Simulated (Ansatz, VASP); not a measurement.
## One calculation of ScCo, two programs

```
CELL_PARAMETERS angstrom
3.12067 0.00000 0.00000
0.00000 3.12067 0.00000
0.00000 0.00000 3.12067
ATOMIC_POSITIONS crystal
Sc 0.50000 0.50000 0.50000
Co 0.00000 0.00000 0.00000
```

Alike in both runs: task relaxation of cell and atoms; functional LDA; k mesh 14 × 14 × 14; occupations gaussian, width 0.1 eV; collinear spin.

|  | VASP | Ansatz |
| --- | --- | --- |
| version | VASP 6.6.1 | Ansatz 0.2.0 |
| potentials or method | VASP PAW LDA potentials, release 64 (Sc_sv, Co), cutoff 600 eV | scalar-relativistic, plane waves, PAW |
| valence electrons in the cell | 20 | 28 |

|  | VASP | Ansatz | Ansatz less VASP |
| --- | --- | --- | --- |
| gap on the k mesh at the Fermi level, each at its own relaxed structure (eV) | none | none | - |
| net moment per atom (μB) | 0.00 | 0.00 | 0.000 |
| relaxed volume (Å³/atom) | 13.98 | 13.94 | -0.045 |
| relaxed length of the cell vector where the two differ most in proportion (Å) | 3.035 | 3.032 | -0.0033 |

LDA's correlation is that of Perdew and Zunger in VASP and of Perdew and Wang (1992) in Ansatz. A gap of «none» marks a metal or a gap that the smearing closes. VASP's potentials hold 20 valence electrons a cell and Ansatz's 28, so a difference there can come from the potentials and not from the codes. Ansatz's warnings: seeded moment not kept.
